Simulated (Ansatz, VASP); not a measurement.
**Two plane-wave programs on SiO2**

```
Si O
1.0
     4.33500    0.00000    0.00000
     0.00000    4.33500    0.00000
     0.00000    0.00000    2.67079
Si O
2 4
Direct
  0.50000 0.50000 0.50000
  0.00000 0.00000 0.00000
  0.69301 0.69301 0.00000
  0.19301 0.80699 0.50000
  0.30699 0.30699 0.00000
  0.80699 0.19301 0.50000
```

Alike in both runs: task single point; functional PBE; k mesh 6 × 6 × 10; occupations gaussian, width 0.05 eV; no spin polarisation.

|  | VASP | Ansatz |
| --- | --- | --- |
| version | VASP 6.6.1 | Ansatz 0.2.0 |
| potentials or method | VASP PAW PBE potentials, release 64 (Si, O), cutoff 520 eV | scalar-relativistic, plane waves, PAW |
| valence electrons in the cell | 32 | 32 |

VASP gave:

| Property | Result |
| --- | --- |
| gap on the k mesh at the Fermi level (eV) | 4.48 |
| least direct gap on the mesh (eV) | 4.48 |
| pressure (GPa) | -9.0 |
| traceless stress, the component that is largest in VASP (GPa) | 7.10 |
| rms of the force components (eV/Å) | 0.234 |

**Question.** Estimate Ansatz's values.

**Answer.** gap on the k mesh at the Fermi level (eV): 4.50; least direct gap on the mesh (eV): 4.50; pressure (GPa): -9.3; traceless stress, the component that is largest in VASP (GPa): 6.58; rms of the force components (eV/Å): 0.246.

Atom by atom the forces differ by 0.012 eV/Å (rms over components). With one functional, cell and mesh, what is left measures potentials, basis and numerics.
